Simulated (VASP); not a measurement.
Write the native input for VASP 6.6.1 that does the following.

* Task: relaxation of cell and atoms
* Functional: PBE
* Potentials or basis: VASP PAW PBE potentials, release 64 (Cu)
* Cutoff: 600 eV
* k mesh: 16 × 16 × 16
* Occupations: gaussian, width 0.1 eV
* Spin: no spin polarisation
* Dipole correction: no
* Further INCAR settings: ALGO = Normal; EDIFF = 1e-06; IBRION = 2; EDIFFG = -0.02; NSW = 90; ISIF = 3

The structure of Cu lies in POSCAR:

```
Cu
1.0
    0.0000000000      1.8075000000      1.8075000000
    1.8075000000      0.0000000000      1.8075000000
    1.8075000000      1.8075000000      0.0000000000
Cu
1
Direct
    0.0000000000      0.0000000000      0.0000000000
```

One way to write it, as run:

INCAR

```
SYSTEM = Cu
ALGO = Normal
EDIFF = 1E-6
EDIFFG = -0.02
ENCUT = 600
GGA = PE
IBRION = 2
ISIF = 3
ISMEAR = 0
LASPH = .TRUE.
LCHARG = .FALSE.
LREAL = .FALSE.
LWAVE = .FALSE.
NELM = 60
NSW = 90
PREC = Accurate
SIGMA = 0.1
```

KPOINTS

```
k-points
0
G
  16 16 16
  0 0 0
```

Potentials or basis: VASP PAW PBE potentials, release 64 (Cu).

The run is started by

```bash
$ cat potpaw_PBE.64/Cu/POTCAR > POTCAR
$ mpirun -np 1 vasp_std > vasp.out
```

Results of the run:

- Relaxed volume: 12.01 Å³/atom
- Relaxed cell: a = 2.571 Å, b = 2.571 Å, c = 2.571 Å, α = 60.00°, β = 60.00°, γ = 60.00°
- Space group after relaxing (to 0.05 Å): Fm-3m (No. 225)
- Energy gained by relaxing: 1.5 meV/atom
- Ionic steps: 3
- Pressure after relaxing: -0.1 GPa

Wall time 15 s on 1 thread of Intel Xeon 6975P-C (shared host), peak memory 0.15 GiB.
